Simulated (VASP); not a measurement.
# Ga3I: single point with PBE

Ga3I:

```
Ga I
1.0
     4.53175    0.00000    0.00000
     0.00000    4.53175    0.00000
     0.00000    0.00000    4.53175
Ga I
3 1
Cartesian
  0.0000 2.2659 2.2659
  2.2659 0.0000 2.2659
  2.2659 2.2659 0.0000
  0.0000 0.0000 0.0000
```

```json
{
  "Program": "VASP 6.6.1",
  "Task": "single point",
  "Functional": "PBE",
  "Potentials or basis": "VASP PAW PBE potentials, release 64 (Ga_d, I)",
  "Cutoff": "520 eV",
  "k mesh": "4 × 4 × 4",
  "Occupations": "gaussian, width 0.1 eV",
  "Spin": "no spin polarisation"
}
```

The pressure is 4.6 GPa and the band gap on the k mesh is zero (band 23 reaches 7.12 eV, above the bottom of band 24 at 5.37 eV).

Levels at points of the mesh, in eV from the Fermi level:
```
           k point  band 21  band 22  band 23  band 24  band 25  band 26
(0.00, 0.00, 0.00)    -3.62    -3.62     0.87     0.87     0.87     3.29
(0.50, 0.00, 0.00)    -2.95    -2.32    -0.88    -0.88     0.08     3.22
(0.50, 0.50, 0.00)    -1.99    -1.99    -1.41     0.68     0.68     0.84
(0.50, 0.50, 0.50)    -5.62    -5.62    -3.53     3.13     3.13     3.13
```

It took 19 s on 1 thread of AMD EPYC 9R45 96-Core Processor (Zen 5), with other jobs on the host, peak memory 0.18 GiB.

Caveat: spin-orbit coupling is left out, which moves the levels of the heavy elements.
